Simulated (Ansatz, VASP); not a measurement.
**One calculation of Al2C, two programs**

```
Al C
1.0
    -1.54665    1.54665    3.79411
     1.54665   -1.54665    3.79411
     1.54665    1.54665   -3.79411
Al C
2 1
Cartesian
  0.0000 0.0000 5.0462
  0.0000 0.0000 2.5421
  0.0000 0.0000 0.0000
```

Alike in both runs: task relaxation of cell and atoms; functional PBE; k mesh 8 × 8 × 8; occupations gaussian, width 0.1 eV; no spin polarisation.

|  | VASP | Ansatz |
| --- | --- | --- |
| version | VASP 6.6.1 | Ansatz 0.2.0 |
| potentials or method | VASP PAW PBE potentials, release 64 (Al, C), cutoff 600 eV | scalar-relativistic, plane waves, PAW |
| valence electrons in the cell | 10 | 10 |

Ansatz gave:

```
gap on the k mesh at the Fermi level, each at its own relaxed structure (eV) : none
relaxed volume (Å³/atom)                                                     : 11.78
relaxed cell length with the largest relative difference (Å)                 : 5.186
```

Q: What did VASP give for the same quantities?

A: gap on the k mesh at the Fermi level, each at its own relaxed structure (eV): none; relaxed volume (Å³/atom): 11.74; relaxed cell length with the largest relative difference (Å): 5.179.

A gap of «none» marks a metal or a gap that the smearing closes.
